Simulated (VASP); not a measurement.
# GaAs (F-43m) in VASP: vibrations by perturbation theory with PBEsol

Aim: the vibrations by perturbation theory of GaAs with PBEsol.

Program: VASP 6.6.1. These are calculated values, not measurements. Logs are shortened: lines on timing, memory, paths and dates and some standing lists are left out, and cuts for length are marked.

## Step 1: The cell of the first run

Symmetry: F-43m, No. 216, cubic system. The conventional cell has a = 5.660 Å, b = 5.660 Å, c = 5.660 Å, α = 90.00°, β = 90.00°, γ = 90.00°. Ga (site symmetry -43m) has 4 As at 2.45 Å within 3.2 Å. As (site symmetry -43m) has 4 Ga at 2.45 Å within 3.2 Å.

## Step 2: Vibrations by perturbation theory, PBEsol

File INCAR:

```
PREC = Accurate
ENCUT = 520
EDIFF = 1E-8
ISMEAR = 0
SIGMA = 0.01
LREAL = False
LASPH = True
NELM = 60
ALGO = Normal
ISIF = 2
LWAVE = False
LCHARG = False
GGA = PS
IBRION = 8
NSW = 1
```

File KPOINTS:

```
regular mesh
0
Gamma
  10 10 10
```

File POSCAR:

```
GaAs
1.0
    0.0000000000      2.8297573509      2.8297573509
    2.8297573509      0.0000000000      2.8297573509
    2.8297573509      2.8297573509      0.0000000000
Ga As
1 1
Direct
    0.0000000000      0.0000000000      0.0000000000
    0.7500000000      0.7500000000      0.7500000000
```

Potentials or basis: VASP PAW PBE potentials, release 64 (Ga_d, As).

Command:

```console
cat potpaw_PBE.64/Ga_d/POTCAR potpaw_PBE.64/As/POTCAR > POTCAR
mpirun -np 1 vasp_std > vasp.out
```

OUTCAR:

```text
PREC = Accurate
   ENCUT = 520
   EDIFF = 1E-8
   ISMEAR = 0
   LREAL = False
   LASPH = True
   NELM = 60
   ISIF = 2
   GGA = PS
   IBRION = 8
   NSW = 1

 ion  position               nearest neighbor table
   1  0.000  0.000  0.000-   2 2.45   2 2.45   2 2.45   2 2.45
   2  0.750  0.750  0.750-   1 2.45   1 2.45   1 2.45   1 2.45

  LATTYP: Found a face centered cubic cell.
 ALAT       =     5.6595147018

  Lattice vectors:

 A1 = (   0.0000000000,   2.8297573509,   2.8297573509)
 A2 = (   2.8297573509,   0.0000000000,   2.8297573509)
 A3 = (   2.8297573509,   2.8297573509,   0.0000000000)

Analysis of symmetry for initial positions (statically):
=====================================================================
 Subroutine PRICEL returns:
 Original cell was already a primitive cell.

 Routine SETGRP: Setting up the symmetry group for a
 face centered cubic supercell.

 Subroutine GETGRP returns: Found 24 space group operations
 (whereof 24 operations were pure point group operations)
 out of a pool of 48 trial point group operations.

The static configuration has the point symmetry T_d .

Analysis of symmetry for dynamics (positions and initial velocities):
=====================================================================
 Subroutine PRICEL returns:
 Original cell was already a primitive cell.

 Routine SETGRP: Setting up the symmetry group for a
 face centered cubic supercell.

 Subroutine GETGRP returns: Found 24 space group operations
 (whereof 24 operations were pure point group operations)
 out of a pool of 48 trial point group operations.

The dynamic configuration has the point symmetry T_d .

 Subroutine INISYM returns: Found 24 space group operations
 (whereof 24 operations are pure point group operations),
 and found     1 'primitive' translations

----------------------------------------------------------------------------------------

[... 544 lines left out ...]
  external PRESSURE =       1.4158145 kB  Pullay stress =       0.0000000 kB

 VOLUME and BASIS-vectors are now :
 -----------------------------------------------------------------------------
  energy-cutoff  :      520.00
  volume of cell :       45.32
      direct lattice vectors                 reciprocal lattice vectors
     0.000000000  2.829757351  2.829757351    -0.176693595  0.176693595  0.176693595
     2.829757351  0.000000000  2.829757351     0.176693595 -0.176693595  0.176693595
     2.829757351  2.829757351  0.000000000     0.176693595  0.176693595 -0.176693595

 POSITION                                       TOTAL-FORCE (eV/Angst)
 -----------------------------------------------------------------------------------
      0.00000      0.00000      0.00000        -0.000000     -0.000000     -0.000000
      4.24464      4.24464      4.24464         0.000000      0.000000      0.000000
 -----------------------------------------------------------------------------------
    total drift:                               -0.000000     -0.000000     -0.000000

  FREE ENERGIE OF THE ION-ELECTRON SYSTEM (eV)
  ---------------------------------------------------
  free  energy   TOTEN  =        -9.0915395845 eV

  energy  without entropy=       -9.0915395845  energy(sigma->0) =       -9.09153958

[... ionic steps 2 to 3 ...]

--------------------------------------- Ionic step        4  -------------------------------------------

------------------------ aborting loop because EDIFF is reached ----------------------------------------

[... ionic steps 5 to 6 ...]

--------------------------------------- Ionic step        7  -------------------------------------------

 Free energy of the ion-electron system (eV)
  ---------------------------------------------------
  ---------------------------------------------------
  free energy    TOTEN  =        -0.04366366 eV

  energy without entropy =       -0.04366366

------------------------ aborting loop because EDIFF is reached ----------------------------------------

 INTERNAL STRAIN TENSOR  FOR ION    2  DIRECTION 1   (eV/Angst):
 -----------------------------------------------------------------------------
    -0.00523  0.00000  0.00000
     0.00000  0.00414  6.95842
     0.00000  6.95842  0.00414

 INTERNAL STRAIN TENSOR FOR ION    2 for displacements in x,y,z  (eV/Angst):
          X           Y           Z          XY          YZ          ZX
  --------------------------------------------------------------------------------
  x    -0.00000     0.00000     0.00000     0.00000     6.95842     0.00000
  y     0.00000     0.00000     0.00000     0.00000     0.00000     6.95842
  z     0.00000     0.00000    -0.00000     6.95842     0.00000     0.00000

 SECOND DERIVATIVES (NOT SYMMETRIZED)
 ------------------------------------
               1X          1Y          1Z          2X          2Y          2Z
  1X    -9.148257    0.000000    0.000000    9.148257    0.000000    0.000000
  1Y     0.000000   -9.148257    0.000000    0.000000    9.148257    0.000000
  1Z     0.000000    0.000000   -9.148257    0.000000    0.000000    9.148257
  2X     9.207332    0.000000    0.000000   -9.207332    0.000000    0.000000
  2Y     0.000000    9.207332    0.000000    0.000000   -9.207332    0.000000
  2Z     0.000000    0.000000    9.207332    0.000000    0.000000   -9.207332

 Eigenvectors and eigenvalues of the dynamical matrix
 ----------------------------------------------------

   1 f  =    7.880510 THz    49.514705 2PiTHz  262.865522 cm-1    32.591156 meV
             X         Y         Z           dx          dy          dz
      0.000000  0.000000  0.000000     0.000000    0.718585    0.000000
      4.244636  4.244636  4.244636     0.000000   -0.695439    0.000000
[... 21 lines left out ...]
   6 f/i=    0.012674 THz     0.079635 2PiTHz    0.422769 cm-1     0.052417 meV
             X         Y         Z           dx          dy          dz
      0.000000  0.000000  0.000000     0.000000    0.000000   -0.695439
      4.244636  4.244636  4.244636     0.000000    0.000000   -0.718585

--------------------------------------------------------------------------------------------------------

 ELASTIC MODULI CONTR FROM IONIC RELAXATION (kBar)
 Direction    XX          YY          ZZ          XY          YZ          ZX
 --------------------------------------------------------------------------------
 XX          -0.0000      0.0000      0.0000     -0.0000      0.0000     -0.0000
 YY           0.0000     -0.0000     -0.0000     -0.0000     -0.0000     -0.0000
 ZZ           0.0000     -0.0000     -0.0000      0.0000     -0.0000     -0.0000
 XY          -0.0000     -0.0000      0.0000   -184.6282      0.0000     -0.0000
 YZ           0.0000     -0.0000     -0.0000      0.0000   -184.6282      0.0000
 ZX          -0.0000     -0.0000     -0.0000     -0.0000      0.0000   -184.6282
 --------------------------------------------------------------------------------
```

Wall time 8.7 min (1 thread of Intel Xeon 8259CL, shared host); peak memory 0.4 GiB.

What came out:

```
Highest phonon frequency at Γ, LO-TO splitting left out : 263 cm⁻¹
```

Phonon frequencies in cm⁻¹ (negative: imaginary):
```csv
q point,frequencies
"(0.000, 0.000, 0.000)",0 0 0 263 263 263
```

Caveat: the PAW data sets were made with another functional, which shifts forces and pressure a little.
